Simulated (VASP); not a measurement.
Wanted: the native input for a VASP 6.6.1 run.

| Item | Value |
| --- | --- |
| Task | single point |
| Functional | PBE |
| Potentials or basis | VASP PAW PBE potentials, release 64 (Be, C) |
| Cutoff | 600 eV |
| k mesh | 8 × 8 × 8 |
| Occupations | gaussian, width 0.01 eV |
| Spin | no spin polarisation |
| Dipole correction | no |
| Further INCAR settings | ALGO = Normal; EDIFF = 1e-06; NBANDS = 11 |

The structure of Be2C lies in POSCAR:

```
Be2C
1.0
    0.0000000000      2.1357396564      2.1357396564
    2.1357396564      0.0000000000      2.1357396564
    2.1357396564      2.1357396564      0.0000000000
Be C
2 1
Direct
    0.2500000000      0.2500000000      0.2500000000
    0.7500000000      0.7500000000      0.7500000000
    0.0000000000      0.0000000000      0.0000000000
```

One way to write it, as run:

INCAR

```
  ALGO = Normal
  EDIFF = 1E-6
  ENCUT = 600
  GGA = PE
  GGA_COMPAT = F
  ISIF = 2
  ISMEAR = 0
  LASPH = T
  LCHARG = F
  LREAL = F
  LWAVE = F
  NBANDS = 11
  NELM = 120
  PREC = Accurate
  SIGMA = 0.01
```

KPOINTS

```
k-points
0
Gamma
  8 8 8
```

Potentials or basis: VASP PAW PBE potentials, release 64 (Be, C).

Run with:

```bash
$ cat potpaw_PBE.64/Be/POTCAR potpaw_PBE.64/C/POTCAR > POTCAR
$ mpirun -np 1 vasp_std > vasp.out
```

Results of the run:

The pressure is 8.9 GPa and the band gap on the k mesh is 1.17 eV (least direct gap 4.20 eV).

Caveat: the cell stands under pressure.

Run time: 5.4 s on 1 thread of AMD EPYC 7R13 Processor (Zen 3), with other jobs on the host, peak memory 0.1 GiB.
